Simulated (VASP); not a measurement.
# AgB2 (P6/mmm) in VASP: notebook

The runs below take AgB2 through single point, with PBE+D3(BJ).

Everything below comes from runs of VASP 6.6.1. Logs are shortened: lines on timing, memory, paths and dates and some standing lists are left out, and cuts for length are marked.

## (1) The cell of the first run

The structure is hexagonal, space group P6/mmm (No. 191). Conventional cell: a = 2.971 Å, b = 2.971 Å, c = 3.931 Å, α = 90.00°, β = 90.00°, γ = 120.00°. Ag (site symmetry 6/mmm) has 12 B at 2.61 Å and 6 Ag at 2.97 Å within 3.4 Å. B (site symmetry -6m2) has 3 B at 1.72 Å within 2.3 Å.

## (2) Single point, PBE+D3(BJ) (volume scaled by 0.96)

INCAR reads:

```
PREC = Accurate ; ENCUT = 520
EDIFF = 1E-7 ; ISMEAR = 0
SIGMA = 0.05 ; LREAL = False
LASPH = True ; NELM = 60
ALGO = Normal ; ISIF = 2
LWAVE = False ; LCHARG = True
GGA = PE ; IVDW = 12
LELF = True ; LVHAR = True
NBANDS = 16
```

KPOINTS reads:

```
regular mesh
0
Gamma
  10 10 8
```

POSCAR reads:

```
AgB2
1.0
    2.9709599341      0.0000000000      0.0000000000
   -1.4854799670      2.5729267765      0.0000000000
    0.0000000000      0.0000000000      3.9307244521
Ag B
1 2
Direct
    0.0000000000      0.0000000000      0.0000000000
    0.3333333333      0.6666666667      0.5000000000
    0.6666666667      0.3333333333      0.5000000000
```

Potentials or basis: VASP PAW PBE potentials, release 64 (Ag, B).

Launch:

```
$ cat potpaw_PBE.64/Ag/POTCAR potpaw_PBE.64/B/POTCAR > POTCAR
$ mpirun -np 1 vasp_std > vasp.out
```

OUTCAR:

```text
PREC = Accurate
   ENCUT = 520
   EDIFF = 1E-7
   ISMEAR = 0
   LREAL = False
   LASPH = True
   NELM = 60
   ISIF = 2
   GGA = PE
   IVDW = 12
 IVDW          = 12

 ion  position               nearest neighbor table
   1  0.000  0.000  0.000-   2 2.61   3 2.61   2 2.61   3 2.61   2 2.61   2 2.61   3 2.61   3 2.61
                             3 2.61   3 2.61   2 2.61   2 2.61
   2  0.333  0.667  0.500-   3 1.72   3 1.72   3 1.72   1 2.61   1 2.61   1 2.61   1 2.61   1 2.61
                             1 2.61
   3  0.667  0.333  0.500-   2 1.72   2 1.72   2 1.72   1 2.61   1 2.61   1 2.61   1 2.61   1 2.61
                             1 2.61

  LATTYP: Found a hexagonal cell.
 ALAT       =     2.9709599341
 C/A-ratio  =     1.3230486238

  Lattice vectors:

 A1 = (   2.9709599341,   0.0000000000,   0.0000000000)
 A2 = (  -1.4854799670,   2.5729267765,   0.0000000000)
 A3 = (   0.0000000000,   0.0000000000,   3.9307244521)

Analysis of symmetry for initial positions (statically):
=====================================================================
 Subroutine PRICEL returns:
 Original cell was already a primitive cell.

 Routine SETGRP: Setting up the symmetry group for a
 hexagonal supercell.

 Subroutine GETGRP returns: Found 24 space group operations
 (whereof 24 operations were pure point group operations)
 out of a pool of 24 trial point group operations.

The static configuration has the point symmetry D_6h.

Analysis of symmetry for dynamics (positions and initial velocities):
=====================================================================
 Subroutine PRICEL returns:
 Original cell was already a primitive cell.

 Routine SETGRP: Setting up the symmetry group for a
 hexagonal supercell.

 Subroutine GETGRP returns: Found 24 space group operations
 (whereof 24 operations were pure point group operations)
 out of a pool of 24 trial point group operations.

The dynamic configuration has the point symmetry D_6h.

 Subroutine INISYM returns: Found 24 space group operations
 (whereof 24 operations are pure point group operations),
 and found     1 'primitive' translations

----------------------------------------------------------------------------------------

                                     Primitive cell

  volume of cell :      30.0467

  direct lattice vectors                    reciprocal lattice vectors
     2.970959934  0.000000000  0.000000000     0.336591547  0.194331220  0.000000000
    -1.485479967  2.572926777  0.000000000     0.000000000  0.388662440  0.000000000
     0.000000000  0.000000000  3.930724452     0.000000000  0.000000000  0.254406029

[... 90 lines left out ...]
   NFREE  =      0    steps in history (QN), initial steepest desc. (CG)
   ISIF   =      2    stress and relaxation
   ISYM   =      2    0-nonsym 1-usesym 2-fastsym
   POTIM  = 0.5000    time-step for ionic-motion
   TEBEG  =    0.0;   TEEND  =   0.0 temperature during run
   PSTRESS=    0.0 pullay stress
   NELECT =      17.0000    total number of electrons
   NUPDOWN=      -1.0000    fix difference up-down
   EMIN   =  10.00;   EMAX   =-10.00  energy-range for DOS
   EFERMI =   0.00;   METHOD = LEGACY
   ISMEAR =     0;   SIGMA  =   0.05  broadening in eV -4-tet -1-fermi 0-gaus
   EFERMI_NEDOS =   21; number of points for ismear=-14 and -15
   IALGO  =     38    algorithm
   IMIX   =      4    mixing-type and parameters
     AMIX     =   0.40;   BMIX     =  1.00
     AMIX_MAG =   1.60;   BMIX_MAG =  1.00
  volume/ion in A,a.u.               =      10.02        67.59
  Fermi-wavevector in a.u.,A,eV,Ry     =   1.354021  2.558729 24.944567  1.833374
  Thomas-Fermi vector in A             =   2.481228
   LORBIT       =      0    0 simple, 1 ext, 2 COOP (PROOUT), +10 PAW based schemes
   GGA     = PE    functional components
   LHFCALC =     F    Hartree Fock is set to
   AEXX    =    0.0000 exact exchange contribution
   IVDW    =    12    specifies the selected vdW correction
   LEPSILON=     F    determine dielectric tensor
   LRPA    =     F    only Hartree local field effects (RPA)
 non-spin polarized calculation
 Gauss-broadening in eV      SIGMA  =   0.05
  energy-cutoff  :      520.00
  volume of cell :       30.05
 maximum number of plane-waves:       855
 NGX is ok and might be reduce to    24
   NGX = 11   NGY = 11   NGZ = 15

 number of electron      17.0000005 magnetization

 Free energy of the ion-electron system (eV)
  ---------------------------------------------------
  ext. energy  EPLUGINS =         0.00000000
  ---------------------------------------------------
  free energy    TOTEN  =       -14.50156664 eV

  energy without entropy =      -14.49972382  energy(sigma->0) =      -14.50064523

 E-fermi :   7.8511     XC(G=0): -12.3408

 val. band max:        7.8420251662   @ k =   0.4000   0.1000   0.2500
 cond. band min:       7.8538037502   @ k =   0.2000  -0.0000   0.1250
 fundamental gap:      0.0117785840
 Fermi energy:         7.8511037988

 k-point     1 :       0.0000    0.0000    0.0000
  band No.  band energies     occupation
      1      -4.7163      2.00000
      2       1.8746      2.00000
      3       2.8259      2.00000
      4       2.8259      2.00000
      5       3.8710      2.00000
      6       3.8710      2.00000
[... 433 lines left out ...]
      3       2.0145      2.00000
      4       2.1516      2.00000
      5       3.2109      2.00000
      6       4.3346      2.00000
[... 8 lines left out ...]
     15      22.1024      0.00000
     16      24.0764      0.00000

 [... further k-points ...]

------------------------ aborting loop because EDIFF is reached ----------------------------------------

 Edisp (eV)   -1.04749

 E8    (eV) :    -0.4101

  FORCE on cell =-STRESS in cart. coord.  units (eV):
  Direction    XX          YY          ZZ          XY          YZ          ZX
  --------------------------------------------------------------------------------------
  -------------------------------------------------------------------------------------
  Total       1.00606     1.00606     0.98637     0.00000     0.00000     0.00000
  in kB      53.64618    53.64618    52.59628     0.00000     0.00000     0.00000
  external pressure =       53.30 kB  Pullay stress =        0.00 kB

 VOLUME and BASIS-vectors are now :
 -----------------------------------------------------------------------------
  energy-cutoff  :      520.00
  volume of cell :       30.05
      direct lattice vectors                 reciprocal lattice vectors
     2.970959934  0.000000000  0.000000000     0.336591547  0.194331220  0.000000000
    -1.485479967  2.572926777  0.000000000     0.000000000  0.388662440  0.000000000
     0.000000000  0.000000000  3.930724452     0.000000000  0.000000000  0.254406029

 POSITION                                       TOTAL-FORCE (eV/Angst)
 -----------------------------------------------------------------------------------
      0.00000      0.00000      0.00000         0.000000      0.000000      0.000000
     -0.00000      1.71528      1.96536         0.000000      0.000000     -0.000000
      1.48548      0.85764      1.96536        -0.000000      0.000000      0.000000
 -----------------------------------------------------------------------------------
    total drift:                               -0.000000      0.000000     -0.000000

  FREE ENERGIE OF THE ION-ELECTRON SYSTEM (eV)
  ---------------------------------------------------
  free  energy   TOTEN  =       -15.5490576239 eV

  energy  without entropy=      -15.5472148011  energy(sigma->0) =      -15.54813621
```

OSZICAR:

```text
N       E                     dE             d eps       ncg     rms          rms(c)
DAV:   1     0.670487573568E+02    0.67049E+02   -0.77509E+03  2248   0.966E+02
DAV:   2    -0.170352958681E+02   -0.84084E+02   -0.76261E+02  2984   0.217E+02
DAV:   3    -0.188427339773E+02   -0.18074E+01   -0.18022E+01  2528   0.327E+01
DAV:   4    -0.188476948281E+02   -0.49609E-02   -0.49606E-02  2928   0.186E+00
DAV:   5    -0.188477302197E+02   -0.35392E-04   -0.35391E-04  2568   0.154E-01    0.119E+01
DAV:   6    -0.150028760796E+02    0.38449E+01   -0.84613E+00  2736   0.446E+01    0.132E+01
DAV:   7    -0.145502684170E+02    0.45261E+00   -0.19535E+00  2352   0.161E+01    0.489E+00
DAV:   8    -0.145062599989E+02    0.44008E-01   -0.19921E-01  2624   0.493E+00    0.113E+00
DAV:   9    -0.145025698899E+02    0.36901E-02   -0.10400E-02  2704   0.167E+00    0.303E-01
DAV:  10    -0.145020864745E+02    0.48342E-03   -0.26550E-03  2632   0.640E-01    0.104E-01
DAV:  11    -0.145015590640E+02    0.52741E-03   -0.52893E-04  2664   0.346E-01    0.179E-02
DAV:  12    -0.145015690462E+02   -0.99821E-05   -0.76700E-05  2464   0.851E-02    0.118E-02
DAV:  13    -0.145015668594E+02    0.21867E-05   -0.61109E-06  2856   0.390E-02    0.256E-03
DAV:  14    -0.145015666853E+02    0.17416E-06   -0.37357E-07  2616   0.706E-03    0.769E-04
DAV:  15    -0.145015666433E+02    0.41965E-07   -0.34229E-08  1328   0.153E-03
   1 F= -.15549058E+02 E0= -.15548136E+02  d E =-.184282E-02
```

Wall time 64 s (1 thread of AMD EPYC 7R13 (Zen 3), shared host); peak memory 0.15 GiB.

What came out:

| Quantity | Value |
| --- | --- |
| Free energy | -15.5491 eV |
| Pressure | 5.3 GPa |
| Dispersion energy per atom | -0.349 eV |

Caveat: three body term missing; pairwise dispersion overbinds metals, which lowers pressure and volume.

## (3) Single point, PBE+D3(BJ) (volume scaled by 0.96)

INCAR reads:

```
PREC = Accurate ; ENCUT = 520
EDIFF = 1E-7 ; ISMEAR = 0
SIGMA = 0.05 ; LREAL = False
LASPH = True ; NELM = 60
ALGO = Normal ; ISIF = 2
LWAVE = False ; LCHARG = False
GGA = PE ; IVDW = 12
NBANDS = 16
```

KPOINTS is that of step 2.

POSCAR reads:

```
AgB2
1.0
    2.9637084620      0.0000000000      0.0000000000
   -1.4818542310      2.5666468176      0.0000000000
    0.0000000000      0.0000000000      3.9499830326
Ag B
1 2
Direct
    0.0000000000      0.0000000000      0.0000000000
    0.3333333333      0.6666666667      0.5000000000
    0.6666666667      0.3333333333      0.5000000000
```

Potentials or basis: VASP PAW PBE potentials, release 64 (Ag, B).

Launch:

```
$ cat potpaw_PBE.64/Ag/POTCAR potpaw_PBE.64/B/POTCAR > POTCAR
$ mpirun -np 1 vasp_std > vasp.out
```

OUTCAR:

```text
PREC = Accurate
   ENCUT = 520
   EDIFF = 1E-7
   ISMEAR = 0
   LREAL = False
   LASPH = True
   NELM = 60
   ISIF = 2
   GGA = PE
   IVDW = 12
 IVDW          = 12

 ion  position               nearest neighbor table
   1  0.000  0.000  0.000-   2 2.61   3 2.61   2 2.61   3 2.61   3 2.61   3 2.61   2 2.61   2 2.61
                             3 2.61   3 2.61   2 2.61   2 2.61
   2  0.333  0.667  0.500-   3 1.71   3 1.71   3 1.71   1 2.61   1 2.61   1 2.61   1 2.61   1 2.61
                             1 2.61
   3  0.667  0.333  0.500-   2 1.71   2 1.71   2 1.71   1 2.61   1 2.61   1 2.61   1 2.61   1 2.61
                             1 2.61

  LATTYP: Found a hexagonal cell.
 ALAT       =     2.9637084620
 C/A-ratio  =     1.3327839372

  Lattice vectors:

 A1 = (   2.9637084620,   0.0000000000,   0.0000000000)
 A2 = (  -1.4818542310,   2.5666468176,   0.0000000000)
 A3 = (   0.0000000000,   0.0000000000,   3.9499830326)

Analysis of symmetry for initial positions (statically):
=====================================================================
 Subroutine PRICEL returns:
 Original cell was already a primitive cell.

 Routine SETGRP: Setting up the symmetry group for a
 hexagonal supercell.

[... 173 lines left out ...]
 fundamental gap:      0.0216438698
 Fermi energy:         7.8407399513

 k-point     1 :       0.0000    0.0000    0.0000
  band No.  band energies     occupation
      1      -4.7254      2.00000
      2       1.8527      2.00000
      3       2.8284      2.00000
      4       2.8284      2.00000
      5       3.8183      2.00000
      6       3.8769      2.00000
[... 433 lines left out ...]
      3       2.0039      2.00000
      4       2.1415      2.00000
      5       3.2177      2.00000
      6       4.3420      2.00000
[... 8 lines left out ...]
     15      22.0960      0.00000
     16      24.1654      0.00000

 [... further k-points ...]

------------------------ aborting loop because EDIFF is reached ----------------------------------------

 Edisp (eV)   -1.04749

 E8    (eV) :    -0.4101

  FORCE on cell =-STRESS in cart. coord.  units (eV):
  Direction    XX          YY          ZZ          XY          YZ          ZX
  --------------------------------------------------------------------------------------
  -------------------------------------------------------------------------------------
  Total       1.17231     1.17231     0.86041     0.00000    -0.00000     0.00000
  in kB      62.51082    62.51082    45.87947     0.00000    -0.00000     0.00000
  external pressure =       56.97 kB  Pullay stress =        0.00 kB

 VOLUME and BASIS-vectors are now :
 -----------------------------------------------------------------------------
  energy-cutoff  :      520.00
  volume of cell :       30.05
      direct lattice vectors                 reciprocal lattice vectors
     2.963708462  0.000000000  0.000000000     0.337415104  0.194806701  0.000000000
    -1.481854231  2.566646818  0.000000000     0.000000000  0.389613403  0.000000000
     0.000000000  0.000000000  3.949983033     0.000000000  0.000000000  0.253165644

 POSITION                                       TOTAL-FORCE (eV/Angst)
 -----------------------------------------------------------------------------------
      0.00000      0.00000      0.00000        -0.000000      0.000000     -0.000000
     -0.00000      1.71110      1.97499        -0.000000      0.000000      0.000000
      1.48185      0.85555      1.97499         0.000000      0.000000     -0.000000
 -----------------------------------------------------------------------------------
    total drift:                               -0.000000      0.000000     -0.000000

  FREE ENERGIE OF THE ION-ELECTRON SYSTEM (eV)
  ---------------------------------------------------
  free  energy   TOTEN  =       -15.5482498297 eV

  energy  without entropy=      -15.5465688304  energy(sigma->0) =      -15.54740933
```

Run time: 50 s. Hardware: 1 thread of AMD EPYC 7R13 (Zen 3), shared host; peak memory 0.15 GiB.

What came out:

| Property | Result |
| --- | --- |
| Free energy | -15.5482 eV |
| Pressure | 5.7 GPa |
| Dispersion energy per atom | -0.349 eV |

Caveat: three body term missing; pairwise dispersion overbinds metals, which lowers pressure and volume.
